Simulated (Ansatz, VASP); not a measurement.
Two plane-wave programs on AgCl

File INCAR:

```
SYSTEM = AgCl
PREC = Accurate
ENCUT = 520
EDIFF = 1E-8
ISMEAR = -1
SIGMA = 0.01
LREAL = .False.
LASPH = .True.
NELM = 60
ALGO = Normal
ISIF = 2
LWAVE = .False.
LCHARG = .False.
GGA = PS
LEFG = .True.
NBANDS = 16
```

KPOINTS

```
regular mesh
0
Gamma
  9 9 9
  0 0 0
```

The input POSCAR:

```
AgCl
1.0
    3.4339730000      0.0000000000      0.0000000000
    0.0000000000      3.4339730000      0.0000000000
    0.0000000000      0.0000000000      3.4339730000
Ag Cl
1 1
Direct
    0.0000000000      0.0000000000      0.0000000000
    0.5000000000      0.5000000000      0.5000000000
```

Input for Ansatz:

```yaml
crystal:
  lattice:
    - [3.433973, 0.0, 0.0]
    - [0.0, 3.433973, 0.0]
    - [0.0, 0.0, 3.433973]
  atoms:
    - { symbol: Ag, position: [0.0, 0.0, 0.0] }
    - { symbol: Cl, position: [0.5, 0.5, 0.5] }
kpoints:
  mp_grid: { grid: [9, 9, 9] }
  band_path:
    path:
      - [0.0, 0.0, 0.0]
      - [0.0, 0.5, 0.0]
      - [0.5, 0.5, 0.0]
      - [0.0, 0.0, 0.0]
      - [0.5, 0.5, 0.5]
      - [0.0, 0.5, 0.0]
      - [0.5, 0.5, 0.5]
      - [0.5, 0.5, 0.0]
    npoints: 14
scf:
  occupations: { method: fermi_dirac, width: 0.01 }
hamiltonian:
  xc: pbesol
  pseudopotentials: { kind: paw }
output:
  forces: true
  stress: true
  eigenvalues: true
  efg: { contact_densities: true }
  populations: true
  bader: true
  dos: { projected: true, de: 0.2, e_range: [-14, 8] }
  write_density: true
  write_potential: true
  elf: true
  volumetric_format: npy
```

Alike in both runs: task electric field gradients; functional PBEsol; k mesh 9 × 9 × 9; occupations fermi-dirac, width 0.01 eV; no spin polarisation.

```csv
,VASP,Ansatz
version,VASP 6.6.1,Ansatz 0.2.0
potentials or method,"VASP PAW PBE potentials, release 64 (Ag, Cl)","PAW with Ansatz's default frozen-core files, scalar-relativistic"
plane-wave cutoff (eV),520,420
valence electrons in the cell,18,26
```

Ansatz gave:

| Quantity | Value |
| --- | --- |
| gap on the k mesh at the Fermi level (eV) | 0.44 |
| pressure (GPa) | -4.6 |

Task: Estimate VASP's values.

Result: gap on the k mesh at the Fermi level (eV): 0.44; pressure (GPa): -4.7.

VASP's potentials were made for PBE, not for PBEsol. VASP's potentials hold 18 valence electrons a cell and Ansatz's 26, so a difference there can come from the potentials and not from the codes.
